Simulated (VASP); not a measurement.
# CaF2 (kn) (Fm-3m) in VASP: single point with PBEsol

Aim: the single point of CaF2 (kn) with PBEsol.

Everything below comes from runs of VASP 6.6.1. Logs are shortened: lines on timing, memory, paths and dates and some standing lists are left out, and cuts for length are marked.

## (1) The cell of the first run

It takes space group Fm-3m (No. 225, cubic). Conventional cell: a = 5.420 Å, b = 5.420 Å, c = 5.420 Å, α = 90.00°, β = 90.00°, γ = 90.00°. Within 3.1 Å of Ca (site symmetry m-3m) lie 8 F at 2.35 Å. F (site symmetry -43m) has 4 Ca at 2.35 Å and 6 F at 2.71 Å within 3.1 Å.

## (2) Single point, PBEsol

Contents of INCAR:

```
PREC = Accurate ; ENCUT = 600
EDIFF = 1E-6 ; ISMEAR = 0
SIGMA = 0.02 ; LREAL = F
LASPH = T ; NELM = 120
ALGO = Normal ; ISIF = 2
LWAVE = F ; LCHARG = F
GGA = PS ; NBANDS = 19
GGA_COMPAT = F
```

Contents of KPOINTS:

```
regular mesh
0
Gamma
  6 6 6
```

Contents of POSCAR:

```
CaF2
1.0
    0.0000000000      2.7101721602      2.7101721602
    2.7101721602      0.0000000000      2.7101721602
    2.7101721602      2.7101721602      0.0000000000
Ca F
1 2
Direct
    0.0000000000      0.0000000000      0.0000000000
    0.2500000000      0.2500000000      0.2500000000
    0.7500000000      0.7500000000      0.7500000000
```

Potentials or basis: VASP PAW PBE potentials, release 64 (Ca_sv, F).

Launch:

```bash
> cat potpaw_PBE.64/Ca_sv/POTCAR potpaw_PBE.64/F/POTCAR > POTCAR
> mpirun -np 1 vasp_std > vasp.out
```

OUTCAR:

```text
PREC = Accurate
   ENCUT = 600
   EDIFF = 1E-6
   ISMEAR = 0
   LREAL = F
   LASPH = T
   NELM = 120
   ISIF = 2
   GGA = PS

 ion  position               nearest neighbor table
   1  0.000  0.000  0.000-   2 2.35   3 2.35   3 2.35   3 2.35   3 2.35   2 2.35   2 2.35   2 2.35

   2  0.250  0.250  0.250-   1 2.35   1 2.35   1 2.35   1 2.35
   3  0.750  0.750  0.750-   1 2.35   1 2.35   1 2.35   1 2.35

  LATTYP: Found a face centered cubic cell.
 ALAT       =     5.4203443204

  Lattice vectors:

 A1 = (   0.0000000000,   2.7101721602,   2.7101721602)
 A2 = (   2.7101721602,   0.0000000000,   2.7101721602)
 A3 = (   2.7101721602,   2.7101721602,   0.0000000000)

Analysis of symmetry for initial positions (statically):
=====================================================================
 Subroutine PRICEL returns:
 Original cell was already a primitive cell.

 Routine SETGRP: Setting up the symmetry group for a
 face centered cubic supercell.

 Subroutine GETGRP returns: Found 48 space group operations
 (whereof 48 operations were pure point group operations)
 out of a pool of 48 trial point group operations.

The static configuration has the point symmetry O_h .

Analysis of symmetry for dynamics (positions and initial velocities):
=====================================================================
 Subroutine PRICEL returns:
 Original cell was already a primitive cell.

 Routine SETGRP: Setting up the symmetry group for a
 face centered cubic supercell.

 Subroutine GETGRP returns: Found 48 space group operations
 (whereof 48 operations were pure point group operations)
 out of a pool of 48 trial point group operations.

The dynamic configuration has the point symmetry O_h .

 Subroutine INISYM returns: Found 48 space group operations
 (whereof 48 operations are pure point group operations),
 and found     1 'primitive' translations

----------------------------------------------------------------------------------------

                                     Primitive cell

  volume of cell :      39.8126

  direct lattice vectors                    reciprocal lattice vectors
     0.000000000  2.710172160  2.710172160    -0.184490125  0.184490125  0.184490125
[... 73 lines left out ...]
   ISPIN  =      1    spin polarized calculation?
   LNONCOLLINEAR =      F non collinear calculations
   LSORBIT =      F    spin-orbit coupling
   LASPH  =      T    aspherical Exc in radial PAW
   ENCUT  =  600.0 eV  44.10 Ry    6.64 a.u.   7.65  7.65  7.65*2*pi/ulx,y,z
   NELM   =    120;   NELMIN=  2; NELMDL= -5     # of ELM steps
   EDIFF  = 0.1E-05   stopping-criterion for ELM
   LREAL  =      F    real-space projection
   EDIFFG = 0.1E-04   stopping-criterion for IOM
   NSW    =      0    number of steps for IOM
   IBRION =     -1    ionic relax: 0-MD 1-quasi-New 2-CG
   NFREE  =      0    steps in history (QN), initial steepest desc. (CG)
   ISIF   =      2    stress and relaxation
   ISYM   =      2    0-nonsym 1-usesym 2-fastsym
   POTIM  = 0.5000    time-step for ionic-motion
   TEBEG  =    0.0;   TEEND  =   0.0 temperature during run
   PSTRESS=    0.0 pullay stress
   NELECT =      24.0000    total number of electrons
   NUPDOWN=      -1.0000    fix difference up-down
   EMIN   =  10.00;   EMAX   =-10.00  energy-range for DOS
   EFERMI =   0.00;   METHOD = LEGACY
   ISMEAR =     0;   SIGMA  =   0.02  broadening in eV -4-tet -1-fermi 0-gaus
   EFERMI_NEDOS =   21; number of points for ismear=-14 and -15
   IALGO  =     38    algorithm
   IMIX   =      4    mixing-type and parameters
     AMIX     =   0.40;   BMIX     =  1.00
     AMIX_MAG =   1.60;   BMIX_MAG =  1.00
  volume/ion in A,a.u.               =      13.27        89.56
  Fermi-wavevector in a.u.,A,eV,Ry     =   1.382945  2.613388 26.021659  1.912538
  Thomas-Fermi vector in A             =   2.507589
   LORBIT       =      0    0 simple, 1 ext, 2 COOP (PROOUT), +10 PAW based schemes
   GGA     = PS    functional components
   LHFCALC =     F    Hartree Fock is set to
   AEXX    =    0.0000 exact exchange contribution
   IVDW    =     0    specifies the selected vdW correction
   LEPSILON=     F    determine dielectric tensor
   LRPA    =     F    only Hartree local field effects (RPA)
 non-spin polarized calculation
 Gauss-broadening in eV      SIGMA  =   0.02
  energy-cutoff  :      600.00
  volume of cell :       39.81
 maximum number of plane-waves:      1363
 NGX is ok and might be reduce to    32
   NGX = 15   NGY = 15   NGZ = 15

 number of electron      23.9999987 magnetization

 Free energy of the ion-electron system (eV)
  ---------------------------------------------------
  ext. energy  EPLUGINS =         0.00000000
  ---------------------------------------------------
  free energy    TOTEN  =       -17.90456984 eV

  energy without entropy =      -17.90456984  energy(sigma->0) =      -17.90456984

 E-fermi :  -0.8349     XC(G=0): -10.0168

 val. band max:       -0.9623862254   @ k =   0.5000   0.5000   0.0000
 cond. band min:       6.2638705011   @ k =   0.0000   0.0000   0.0000
 fundamental gap:      7.2262567265
 Fermi energy:        -0.8349372791

 k-point     1 :       0.0000    0.0000    0.0000
  band No.  band energies     occupation
      1     -36.6633      2.00000
      2     -20.8425      2.00000
      3     -20.0166      2.00000
      4     -17.6878      2.00000
      5     -17.6878      2.00000
      6     -17.6878      2.00000
[... 329 lines left out ...]
      6     -17.1387      2.00000
[... 11 lines left out ...]
     18      13.6450      0.00000
     19      13.7238      0.00000

------------------------ aborting loop because EDIFF is reached ----------------------------------------

  FORCE on cell =-STRESS in cart. coord.  units (eV):
  Direction    XX          YY          ZZ          XY          YZ          ZX
  --------------------------------------------------------------------------------------
  -------------------------------------------------------------------------------------
  Total        0.0708867      0.0708867      0.0708867     -0.0000000      0.0000000      0.0000000
  in kB        2.8526913      2.8526913      2.8526913     -0.0000000      0.0000000      0.0000000
  external PRESSURE =       2.8526913 kB  Pullay stress =       0.0000000 kB

 VOLUME and BASIS-vectors are now :
 -----------------------------------------------------------------------------
  energy-cutoff  :      600.00
  volume of cell :       39.81
      direct lattice vectors                 reciprocal lattice vectors
     0.000000000  2.710172160  2.710172160    -0.184490125  0.184490125  0.184490125
     2.710172160  0.000000000  2.710172160     0.184490125 -0.184490125  0.184490125
     2.710172160  2.710172160  0.000000000     0.184490125  0.184490125 -0.184490125

 POSITION                                       TOTAL-FORCE (eV/Angst)
 -----------------------------------------------------------------------------------
      0.00000      0.00000      0.00000        -0.000000      0.000000     -0.000000
      1.35509      1.35509      1.35509        -0.000000     -0.000000     -0.000000
      4.06526      4.06526      4.06526         0.000000      0.000000      0.000000
 -----------------------------------------------------------------------------------
    total drift:                                0.000000     -0.000000      0.000000

  FREE ENERGIE OF THE ION-ELECTRON SYSTEM (eV)
  ---------------------------------------------------
  free  energy   TOTEN  =       -17.9045698438 eV

  energy  without entropy=      -17.9045698438  energy(sigma->0) =      -17.90456984
```

OSZICAR:

```text
N       E                     dE             d eps       ncg     rms          rms(c)
DAV:   1     0.228273704106E+03    0.22827E+03   -0.14917E+04   608   0.145E+03
DAV:   2    -0.767070526930E+01   -0.23594E+03   -0.22779E+03   765   0.368E+02
DAV:   3    -0.186204856530E+02   -0.10950E+02   -0.10914E+02   685   0.845E+01
DAV:   4    -0.189824828680E+02   -0.36200E+00   -0.36119E+00   941   0.120E+01
DAV:   5    -0.189851501130E+02   -0.26672E-02   -0.26666E-02   701   0.119E+00    0.736E+00
DAV:   6    -0.179069300804E+02    0.10782E+01   -0.43561E+00   656   0.147E+01    0.298E+00
DAV:   7    -0.178924603703E+02    0.14470E-01   -0.10716E-01   721   0.328E+00    0.168E+00
DAV:   8    -0.179018166630E+02   -0.93563E-02   -0.34494E-02   702   0.207E+00    0.221E-01
DAV:   9    -0.179037953044E+02   -0.19786E-02   -0.75117E-03   706   0.631E-01    0.133E-01
DAV:  10    -0.179045582880E+02   -0.76298E-03   -0.17714E-03   638   0.345E-01    0.201E-02
DAV:  11    -0.179045660995E+02   -0.78114E-05   -0.62017E-05   720   0.718E-02    0.810E-03
DAV:  12    -0.179045700154E+02   -0.39159E-05   -0.92171E-06   731   0.291E-02    0.325E-03
DAV:  13    -0.179045698438E+02    0.17160E-06   -0.24259E-06   668   0.121E-02
   1 F= -.17904570E+02 E0= -.17904570E+02  d E =-.362456E-21
```

Wall time 7.2 s (1 thread of Intel Xeon 6975P-C (Granite Rapids), shared host); peak memory 0.17 GiB.

What came out:

* Free energy: -17.9046 eV
* Pressure: 0.3 GPa
* Band gap on the k mesh: 7.23 eV, indirect (least direct gap 7.49 eV)

Levels at points of the mesh, in eV from the valence-band top:
| k point | band 10 | band 11 | band 12 | band 13 | band 14 | band 15 |
| --- | --- | --- | --- | --- | --- | --- |
| (0.00, 0.00, 0.00) | -0.26 | -0.26 | -0.26 | 7.23 | 9.21 | 9.21 |
| (0.50, 0.00, 0.00) | -1.29 | -0.86 | -0.86 | 9.45 | 9.45 | 9.85 |
| (0.50, 0.50, 0.00) | -0.39 | -0.39 | 0.00 | 8.08 | 9.60 | 10.20 |

Caveat: the PAW data sets were made with another functional, which shifts forces and pressure a little. A k mesh can miss the band edges.
